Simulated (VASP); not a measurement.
Write the native input for VASP 6.6.1 that does the following.

| Item | Value |
| --- | --- |
| Task | single point |
| Functional | PBE |
| Dispersion | D3(BJ) |
| Potentials or basis | VASP PAW PBE potentials, release 64 (Ti_sv, O) |
| Cutoff | 520 eV |
| k mesh | 9 × 9 × 9 |
| Occupations | gaussian, width 0.05 eV |
| Spin | no spin polarisation |
| Hubbard terms | Ti d U = 4.0 eV |
| Dipole correction | no |
| Further INCAR settings | ALGO = Normal; EDIFF = 1e-06; NBANDS = 19 |

The structure of TiO2 lies in POSCAR:

```
TiO2
1.0
    1.5040433916      0.8683598570      5.9525666667
   -1.5040433916      0.8683598570      5.9525666667
    0.0000000000     -1.7367197141      5.9525666667
Ti O
1 2
Direct
    0.0000000000      0.0000000000      0.0000000000
    0.6017580785      0.6017580785      0.6017580785
    0.3982419215      0.3982419215      0.3982419215
```

These files were run (other wordings do the same):

INCAR

```
SYSTEM = TiO2
PREC     = Accurate       ! precision mode
ENCUT    = 520            ! plane-wave cutoff, eV
EDIFF    = 1E-6           ! SCF threshold, eV
ISMEAR   = 0              ! smearing method
SIGMA    = 0.05           ! smearing width, eV
LREAL    = .FALSE.        ! projectors in reciprocal space
LASPH    = .TRUE.         ! aspherical terms in the spheres
NELM     = 150            ! most SCF steps
ALGO     = Normal         ! electronic algorithm
ISIF     = 2              ! what is computed and relaxed
LWAVE    = .FALSE.        ! write WAVECAR
LCHARG   = .FALSE.        ! write CHGCAR
LMAXMIX  = 4              ! l up to which the mixer works
LDAU     = .TRUE.         ! DFT+U
LDAUTYPE = 2            
LDAUL    = 2 -1           ! shell
LDAUU    = 4 0            ! U, eV
LDAUJ    = 0 0          
LDAUPRINT= 1            
GGA      = PE             ! functional
IVDW     = 12             ! dispersion correction
NBANDS   = 19             ! bands
```

KPOINTS

```
Automatic mesh
0
G
  9 9 9
  0 0 0
```

Potentials or basis: VASP PAW PBE potentials, release 64 (Ti_sv, O).

Run with:

```bash
$ cat potpaw_PBE.64/Ti_sv/POTCAR potpaw_PBE.64/O/POTCAR > POTCAR
$ mpirun -np 1 vasp_std > vasp.out
```

It gave:

```
Pressure                   : -14.4 GPa
Largest force              : 3.052 eV/Å
Band gap on the k mesh     : 2.60 eV, indirect (least direct gap 2.95 eV)
Dispersion energy per atom : -0.159 eV
```

Caveat: forces of over 1 eV/Å act on the atoms, so gaps and moduli don't describe the material at rest.

Wall time 2.8 min on 1 thread of Intel(R) Xeon(R) 6975P-C (Granite Rapids) (shared host), peak memory 0.34 GiB.
